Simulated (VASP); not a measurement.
# Pt (Fm-3m) in VASP: notebook

Runs on Pt. Level: r2SCAN. Tasks: single point, relaxation of cell and atoms.

Program: VASP 6.6.1. These are calculated values, not measurements. Logs are shortened: lines on timing, memory, paths and dates and some standing lists are left out, and cuts for length are marked.

### Step 1. The cell of the first run

Symmetry: Fm-3m, No. 225, cubic system. Conventional cell: a = 3.944 Å, b = 3.944 Å, c = 3.944 Å, α = 90.00°, β = 90.00°, γ = 90.00°. Within 3.7 Å of Pt (site symmetry m-3m) lie 12 Pt at 2.79 Å.

### Step 2. Single point, r2SCAN

Input file POSCAR:

```
Pt
1.0
    0.0000000000      1.9720232399      1.9720232399
    1.9720232399      0.0000000000      1.9720232399
    1.9720232399      1.9720232399      0.0000000000
Pt
1
Direct
    0.0000000000      0.0000000000      0.0000000000
```

Input file INCAR.step1:

```
PREC = Accurate
ENCUT = 520
ISMEAR = -1
SIGMA = 0.1
LREAL = False
LASPH = True
NELM = 100
NBANDS = 11
GGA = PE
ALGO = Normal
EDIFF = 1E-4
LWAVE = True
LCHARG = False
```

Input file INCAR.step2:

```
PREC = Accurate
ENCUT = 520
EDIFF = 1E-6
ISMEAR = -1
SIGMA = 0.1
LREAL = False
LASPH = True
NELM = 100
ALGO = Normal
ISIF = 2
LWAVE = False
LCHARG = False
METAGGA = R2SCAN
LMIXTAU = True
NBANDS = 11
ISTART = 1
```

Input file KPOINTS:

```
regular mesh
0
Gamma
  10 10 10
```

Potentials or basis: VASP PAW PBE potentials, release 64 (Pt).

The run is started by

```sh
> cat potpaw_PBE.64/Pt/POTCAR > POTCAR
> cp INCAR.step1 INCAR
> mpirun -np 1 vasp_std > vasp.out
> cp INCAR.step2 INCAR
> mpirun -np 1 vasp_std > vasp.out
```

OUTCAR:

```text
PREC = Accurate
   ENCUT = 520
   EDIFF = 1E-6
   ISMEAR = -1
   LREAL = False
   LASPH = True
   NELM = 100
   ISIF = 2
   METAGGA = R2SCAN
   ISTART = 1

 ion  position               nearest neighbor table
   1  0.000  0.000  0.000-

  LATTYP: Found a face centered cubic cell.
 ALAT       =     3.9440464798

  Lattice vectors:

 A1 = (   0.0000000000,   1.9720232399,   1.9720232399)
 A2 = (   1.9720232399,   0.0000000000,   1.9720232399)
 A3 = (   1.9720232399,   1.9720232399,   0.0000000000)

Analysis of symmetry for initial positions (statically):
=====================================================================
 Subroutine PRICEL returns:
 Original cell was already a primitive cell.

 Routine SETGRP: Setting up the symmetry group for a
 face centered cubic supercell.

 Subroutine GETGRP returns: Found 48 space group operations
 (whereof 48 operations were pure point group operations)
 out of a pool of 48 trial point group operations.

The static configuration has the point symmetry O_h .

Analysis of symmetry for dynamics (positions and initial velocities):
=====================================================================
 Subroutine PRICEL returns:
 Original cell was already a primitive cell.

 Routine SETGRP: Setting up the symmetry group for a
 face centered cubic supercell.

 Subroutine GETGRP returns: Found 48 space group operations
 (whereof 48 operations were pure point group operations)
 out of a pool of 48 trial point group operations.

The dynamic configuration has the point symmetry O_h .

 Subroutine INISYM returns: Found 48 space group operations
 (whereof 48 operations are pure point group operations),
 and found     1 'primitive' translations

----------------------------------------------------------------------------------------

                                     Primitive cell

  volume of cell :      15.3379

  direct lattice vectors                    reciprocal lattice vectors
     0.000000000  1.972023240  1.972023240    -0.253546708  0.253546708  0.253546708
     1.972023240  0.000000000  1.972023240     0.253546708 -0.253546708  0.253546708
     1.972023240  1.972023240  0.000000000     0.253546708  0.253546708 -0.253546708

  length of vectors
     2.788862011  2.788862011  2.788862011     0.439155780  0.439155780  0.439155780

  position of ions in fractional coordinates (direct lattice)
     0.000000000  0.000000000  0.000000000

  ion indices of the primitive-cell ions
   primitive index   ion index
                 1           1

----------------------------------------------------------------------------------------

 KPOINTS: regular mesh

Automatic generation of k-mesh.
 Grid dimensions read from file:
 generate k-points for:   10   10   10

 Generating k-lattice:

  Cartesian coordinates                     Fractional coordinates (reciprocal lattice)
    -0.025354671  0.025354671  0.025354671     0.100000000  0.000000000  0.000000000
     0.025354671 -0.025354671  0.025354671     0.000000000  0.100000000  0.000000000
     0.025354671  0.025354671 -0.025354671     0.000000000  0.000000000  0.100000000

  Length of vectors
     0.043915578  0.043915578  0.043915578

  Shift w.r.t. Gamma in fractional coordinates (k-lattice)
     0.000000000  0.000000000  0.000000000

 Subroutine IBZKPT returns following result:
 ===========================================

 Found     47 irreducible k-points:

 Following reciprocal coordinates:
            Coordinates               Weight
  0.000000  0.000000  0.000000      1.000000
  0.100000  0.000000  0.000000      8.000000
  0.200000  0.000000  0.000000      8.000000
  0.300000  0.000000  0.000000      8.000000
  0.400000  0.000000  0.000000      8.000000
  0.500000  0.000000  0.000000      4.000000
[... 16 lines left out ...]
  0.300000  0.300000  0.000000      6.000000
  0.400000  0.300000  0.000000     24.000000
 [... further k-points ...]
   k-points           NKPTS =     47   k-points in BZ     NKDIM =     47   number of bands    NBANDS=     11
   number of dos      NEDOS =    301   number of ions     NIONS =      1
   total plane-waves  NPLWV =  13824
   dimension x,y,z NGX =    24 NGY =   24 NGZ =   24
   dimension x,y,z NGXF=    48 NGYF=   48 NGZF=   48
   ions per type =               1
   NGX,Y,Z   is equivalent  to a cutoff of  14.31, 14.31, 14.31 a.u.
   NGXF,Y,Z  is equivalent  to a cutoff of  28.61, 28.61, 28.61 a.u.
 SYSTEM =  unknown system
   PREC   = accura    normal or accurate (medium, high low for compatibility)
   ISTART =      1    job   : 0-new  1-cont  2-samecut
   ICHARG =      0    charge: 1-file 2-atom 10-const
   ISPIN  =      1    spin polarized calculation?
   LNONCOLLINEAR =      F non collinear calculations
   LSORBIT =      F    spin-orbit coupling
   LASPH  =      T    aspherical Exc in radial PAW
   ENCUT  =  520.0 eV  38.22 Ry    6.18 a.u.   5.19  5.19  5.19*2*pi/ulx,y,z
   NELM   =    100;   NELMIN=  2; NELMDL=  0     # of ELM steps
   EDIFF  = 0.1E-05   stopping-criterion for ELM
   LREAL  =      F    real-space projection
   EDIFFG = 0.1E-04   stopping-criterion for IOM
   NSW    =      0    number of steps for IOM
   IBRION =     -1    ionic relax: 0-MD 1-quasi-New 2-CG
   NFREE  =      0    steps in history (QN), initial steepest desc. (CG)
   ISIF   =      2    stress and relaxation
   ISYM   =      2    0-nonsym 1-usesym 2-fastsym
   POTIM  = 0.5000    time-step for ionic-motion
   TEBEG  =    0.0;   TEEND  =   0.0 temperature during run
   PSTRESS=    0.0 pullay stress
   NELECT =      10.0000    total number of electrons
   NUPDOWN=      -1.0000    fix difference up-down
   EMIN   =  10.00;   EMAX   =-10.00  energy-range for DOS
   EFERMI =   0.00;   METHOD = LEGACY
   ISMEAR =    -1;   SIGMA  =   0.10  broadening in eV -4-tet -1-fermi 0-gaus
   EFERMI_NEDOS =   21; number of points for ismear=-14 and -15
   IALGO  =     38    algorithm
   IMIX   =      4    mixing-type and parameters
     AMIX     =   0.40;   BMIX     =  1.00
     AMIX_MAG =   1.60;   BMIX_MAG =  1.00
  volume/ion in A,a.u.               =      15.34       103.51
  Fermi-wavevector in a.u.,A,eV,Ry     =   1.419557  2.682574 27.417668  2.015142
  Thomas-Fermi vector in A             =   2.540565
   LORBIT       =      0    0 simple, 1 ext, 2 COOP (PROOUT), +10 PAW based schemes
   METAGGA = R2SCAN    functional components
   LHFCALC =     F    Hartree Fock is set to
   AEXX    =    0.0000 exact exchange contribution
   IVDW    =     0    specifies the selected vdW correction
   LEPSILON=     F    determine dielectric tensor
   LRPA    =     F    only Hartree local field effects (RPA)
 non-spin polarized calculation
  energy-cutoff  :      520.00
  volume of cell :       15.34
 maximum number of plane-waves:       424
 NGX is ok and might be reduce to    24
   NGX = 11   NGY = 11   NGZ = 11

 number of electron      10.0000001 magnetization

 Free energy of the ion-electron system (eV)
  ---------------------------------------------------
  ext. energy  EPLUGINS =         0.00000000
  ---------------------------------------------------
  free energy    TOTEN  =       -51.50981100 eV

  energy without entropy =      -51.45539834  energy(sigma->0) =      -51.48260467

 E-fermi :  10.7194     XC(G=0): -14.5164

 val. band max:       10.7186118699   @ k =   0.5000   0.0000   0.0000
 cond. band min:      10.7419650521   @ k =   0.5000   0.1000   0.0000
 fundamental gap:      0.0233531822
 Fermi energy:        10.7193657475

 k-point     1 :       0.0000    0.0000    0.0000
  band No.  band energies     occupation
      1       0.3926      2.00000
      2       6.8857      2.00000
      3       6.8857      2.00000
      4       6.8857      2.00000
      5       8.9918      2.00000
      6       8.9918      2.00000
      7      26.2207      0.00000
      8      31.2914      0.00000
      9      31.2914      0.00000
     10      31.2914      0.00000
     11      37.0957      0.00000

 k-point     2 :       0.1000    0.0000    0.0000
  band No.  band energies     occupation
      1       0.7992      2.00000
      2       6.7187      2.00000
      3       7.0378      2.00000
      4       7.0378      2.00000
      5       8.9173      2.00000
      6       8.9173      2.00000
      7      26.8158      0.00000
      8      29.4998      0.00000
      9      31.8982      0.00000
     10      31.8982      0.00000
     11      38.4966      0.00000

 k-point     3 :       0.2000    0.0000    0.0000
  band No.  band energies     occupation
      1       1.8714      2.00000
      2       6.4755      2.00000
      3       7.2639      2.00000
      4       7.2639      2.00000
      5       8.9623      2.00000
      6       8.9623      2.00000
      7      26.3975      0.00000
      8      27.9262      0.00000
      9      33.4897      0.00000
     10      33.4897      0.00000
     11      35.7655      0.00000

 k-point     4 :       0.3000    0.0000    0.0000
  band No.  band energies     occupation
      1       2.9549      2.00000
      2       6.9765      2.00000
      3       7.1464      2.00000
      4       7.1464      2.00000
      5       9.5660      1.99998
      6       9.5660      1.99998
      7      22.7822      0.00000
      8      27.4502      0.00000
      9      33.7354      0.00000
     10      33.7354      0.00000
     11      36.0083      0.00000
[... 239 lines left out ...]
 k-point    22 :      -0.2000    0.2000    0.0000
  band No.  band energies     occupation
      1       3.8506      2.00000
      2       5.9307      2.00000
      3       6.9214      2.00000
      4       8.0334      2.00000
      5       8.3045      2.00000
      6      11.1060      0.04101
      7      24.0206      0.00000
      8      26.5574      0.00000
      9      30.0369      0.00000
     10      32.4752      0.00000
     11      35.5970      0.00000

 k-point    23 :       0.3000    0.3000    0.0000
  band No.  band energies     occupation
      1       3.7677      2.00000
      2       4.8605      2.00000
      3       7.9916      2.00000
      4       9.2216      2.00000
      5       9.2216      2.00000
      6      10.0226      1.99812
      7      26.8482      0.00000
      8      26.8482      0.00000
      9      28.0775      0.00000
     10      30.6277      0.00000
     11      31.8268      0.00000

 k-point    24 :       0.4000    0.3000    0.0000
  band No.  band energies     occupation
      1       4.0718      2.00000
      2       4.6721      2.00000
      3       8.0940      2.00000
      4       9.3669      2.00000
      5      10.6031      1.52361
      6      10.9781      0.13998
      7      23.2006      0.00000
      8      25.6312      0.00000
      9      26.0646      0.00000
     10      31.4890      0.00000
     11      33.6260      0.00000

 [... further k-points ...]

------------------------ aborting loop because EDIFF is reached ----------------------------------------

  FORCE on cell =-STRESS in cart. coord.  units (eV):
  Direction    XX          YY          ZZ          XY          YZ          ZX
  --------------------------------------------------------------------------------------
  -------------------------------------------------------------------------------------
  Total        0.0450663      0.0450663      0.0450663     -0.0000000      0.0000000      0.0000000
  in kB        4.7075606      4.7075606      4.7075606     -0.0000000      0.0000000      0.0000000
  external PRESSURE =       4.7075606 kB  Pullay stress =       0.0000000 kB

 VOLUME and BASIS-vectors are now :
 -----------------------------------------------------------------------------
  energy-cutoff  :      520.00
  volume of cell :       15.34
      direct lattice vectors                 reciprocal lattice vectors
     0.000000000  1.972023240  1.972023240    -0.253546708  0.253546708  0.253546708
     1.972023240  0.000000000  1.972023240     0.253546708 -0.253546708  0.253546708
     1.972023240  1.972023240  0.000000000     0.253546708  0.253546708 -0.253546708

 POSITION                                       TOTAL-FORCE (eV/Angst)
 -----------------------------------------------------------------------------------
      0.00000      0.00000      0.00000        -0.000000     -0.000000      0.000000
 -----------------------------------------------------------------------------------
    total drift:                               -0.000000      0.000000     -0.000000

  FREE ENERGIE OF THE ION-ELECTRON SYSTEM (eV)
  ---------------------------------------------------
  free  energy   TOTEN  =       -51.5098109959 eV

  energy  without entropy=      -51.4553983440  energy(sigma->0) =      -51.48260467
```

Run time: 13 s. Hardware: 1 thread of Intel Xeon 6975P-C (Granite Rapids), shared host; peak memory 0.15 GiB.

What came out:

| Property | Result |
| --- | --- |
| Free energy | -51.5098 eV |
| Pressure | 0.5 GPa |
| Band gap on the k mesh | zero (band 5 reaches 11.20 eV, above the bottom of band 6 at 8.92 eV) |

Levels at points of the mesh, in eV from the Fermi level:
```
           k point  band 2  band 3  band 4  band 5  band 6  band 7  band 8  band 9
(0.00, 0.00, 0.00)   -3.83   -3.83   -3.83   -1.73   -1.73   15.50   20.57   20.57
(0.50, 0.00, 0.00)   -3.93   -3.93   -0.26    0.00    0.00    6.00   15.14   19.81
(0.50, 0.50, 0.00)   -6.71   -0.08    0.48    0.48    1.96    9.13   11.94   11.94
```

Caveat: the PAW data sets were made with another functional, which shifts forces and pressure a little; spin-orbit coupling is left out, which moves the levels of the heavy elements.

### Step 3. Relaxation of cell and atoms, r2SCAN

This run uses another cell than the first one, of 15.08 Å³/atom, 0.983 times its volume.

Input file POSCAR:

```
Pt
1.0
    0.0000000000      1.9609000000      1.9609000000
    1.9609000000      0.0000000000      1.9609000000
    1.9609000000      1.9609000000      0.0000000000
Pt
1
Direct
    0.0000000000      0.0000000000      0.0000000000
```

Input file INCAR.step1:

```
SYSTEM = Pt
PREC = Accurate ; ENCUT = 600
ISMEAR = -1 ; SIGMA = 0.1
LREAL = .False. ; LASPH = .True.
NELM = 100 ; GGA = PE
ALGO = Normal ; EDIFF = 1E-4
LWAVE = .True. ; LCHARG = .False.
```

Input file INCAR.step2:

```
SYSTEM = Pt
PREC = Accurate ; ENCUT = 600
EDIFF = 1E-6 ; ISMEAR = -1
SIGMA = 0.1 ; LREAL = .False.
LASPH = .True. ; NELM = 100
ALGO = Normal ; ISIF = 3
LWAVE = .False. ; LCHARG = .False.
METAGGA = R2SCAN ; LMIXTAU = .True.
IBRION = 2 ; NSW = 80
EDIFFG = -0.02 ; ISTART = 1
```

Input file KPOINTS:

```
regular mesh
0
Gamma
  10 10 10
  0 0 0
```

Potentials or basis: VASP PAW PBE potentials, release 64 (Pt).

The run is started by

```sh
> cat potpaw_PBE.64/Pt/POTCAR > POTCAR
> cp INCAR.step1 INCAR
> mpirun -np 1 vasp_std > vasp.out
> cp INCAR.step2 INCAR
> mpirun -np 1 vasp_std > vasp.out
```

Run time: 30 s. Hardware: 1 thread of Intel Xeon 6975P-C (Granite Rapids), shared host; peak memory 0.15 GiB.

Results (log left out):

- Free energy: -51.5090 eV
- Relaxed volume: 15.37 Å³/atom
- Relaxed cell: a = 2.791 Å, b = 2.791 Å, c = 2.791 Å, α = 60.00°, β = 60.00°, γ = 60.00°
- Space group after relaxing (to 0.05 Å): Fm-3m (No. 225)
- Energy gained by relaxing: 4.7 meV/atom
- Ionic steps: 3
- Pressure after relaxing: -0.1 GPa
- Band gap on the k mesh: zero (band 5 reaches 11.16 eV, above the bottom of band 6 at 8.88 eV)

The path:
| step | energy change (eV) | largest force (eV/Å) | pressure (GPa) | volume (Å³) |
| --- | --- | --- | --- | --- |
| 1 | 0.0000 | 0.0000 | 5.38 | 15.08 |
| 2 | 0.0301 | 0.0000 | -12.38 | 16.21 |
| 3 | -0.0047 | 0.0000 | -0.09 | 15.37 |

Final structure:
```
Pt
1.0
     0.00000    1.97352    1.97352
     1.97352    0.00000    1.97352
     1.97352    1.97352    0.00000
Pt
1
Cartesian
  0.0000 0.0000 0.0000
```

Levels at points of the mesh, in eV from the Fermi level:
```tsv
k point	band 1	band 2	band 3	band 4	band 5	band 6	band 7	band 8	band 9
(0.00, 0.00, 0.00)	-10.30	-3.82	-3.82	-3.82	-1.72	-1.72	15.51	20.56	20.56
(0.50, 0.00, 0.00)	-7.39	-3.91	-3.91	-0.25	0.00	0.00	5.98	15.14	19.80
(0.50, 0.50, 0.00)	-7.11	-6.68	-0.08	0.48	0.48	1.96	9.11	11.93	11.93
```

Caveat: the PAW data sets were made with another functional, which shifts forces and pressure a little; spin-orbit coupling is left out, which moves the levels of the heavy elements. Zero-point motion and thermal expansion aren't in these numbers.
